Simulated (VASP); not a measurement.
Set up this calculation in VASP 6.6.1, as the native input.

| Property | Result |
| --- | --- |
| Task | single point |
| Functional | PBE |
| Potentials or basis | VASP PAW PBE potentials, release 64 (Co, Si) |
| Cutoff | 520 eV |
| k mesh | 16 × 16 × 16 |
| Occupations | gaussian, width 0.1 eV |
| Spin | collinear spin, ferromagnetic start |
| Starting moments | [0.7, 0.0] μB |
| Dipole correction | no |
| Further INCAR settings | ALGO = Normal; EDIFF = 1e-06; NBANDS = 18 |

The structure of CoSi lies in POSCAR:

```
CoSi
1.0
    2.8405844311      0.0000000000      0.0000000000
    0.0000000000      2.8405844311      0.0000000000
    0.0000000000      0.0000000000      2.8405844311
Co Si
1 1
Direct
    0.0000000000      0.0000000000      0.0000000000
    0.5000000000      0.5000000000      0.5000000000
```

One way to write it, as run:

INCAR

```
  PREC = Accurate
  ENCUT = 520
  EDIFF = 1E-6
  ISMEAR = 0
  SIGMA = 0.1
  LREAL = False
  LASPH = True
  NELM = 150
  ALGO = Normal
  ISIF = 2
  LWAVE = False
  LCHARG = False
  ISPIN = 2
  MAGMOM = 0.7 0
  LORBIT = 11
  LMAXMIX = 4
  GGA = PE
  NBANDS = 18
```

KPOINTS

```
regular mesh
0
Gamma
  16 16 16
```

Potentials or basis: VASP PAW PBE potentials, release 64 (Co, Si).

Launch:

```console
$ cat potpaw_PBE.64/Co/POTCAR potpaw_PBE.64/Si/POTCAR > POTCAR
$ mpirun -np 1 vasp_std > vasp.out
```

Results of the run:

| Quantity | Value |
| --- | --- |
| Pressure | -10.4 GPa |
| Net moment | 0.69 μB per cell |
| Site moments | Co +0.70; Si +0.01 μB |
| Valence electrons inside the program's atomic spheres | Co 8.45; Si 1.54 |

Caveat: the cell stands under tension.

Wall time 41 s on 1 thread of Intel(R) Xeon(R) 6975P-C (Granite Rapids) (shared host), peak memory 0.22 GiB.
